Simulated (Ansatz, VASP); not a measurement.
Zn: VASP beside Ansatz

```xyz
2
Lattice="2.7851 0.0000 0.0000 -1.3925 2.4119 0.0000 0.0000 0.0000 4.5118" Properties=species:S:1:pos:R:3 pbc="T T T"
Zn   -0.1253    1.5356    0.9249
Zn    1.5179    0.8763    3.5869
```

Change from the starting cell: shortest bond scaled by 0.82, LAPW.

Alike in both runs: task single point; functional LDA; k mesh 12 × 12 × 7; occupations fermi-dirac, width 0.05 eV; no spin polarisation.

```csv
,VASP,Ansatz
version,VASP 6.6.1,Ansatz 0.2.0
potentials or method,"VASP PAW LDA potentials, release 64 (Zn), cutoff 520 eV","all-electron LAPW, scalar-relativistic"
```

Ansatz gave:

```
pressure (GPa)                                                : -1.8
traceless stress, the component that is largest in VASP (GPa) : 4.98
rms of the force components (eV/Å)                            : 1.086
```

What did VASP give for the same quantities?

Pressure (GPa): -1.2; traceless stress, the component that is largest in VASP (GPa): 5.11; rms of the force components (eV/Å): 1.121.

LDA's correlation is that of Perdew and Zunger in VASP and of Perdew and Wang (1992) in Ansatz. Atom by atom the forces differ by 0.035 eV/Å (rms over components). Ansatz ran all-electron here, and VASP with PAW potentials.
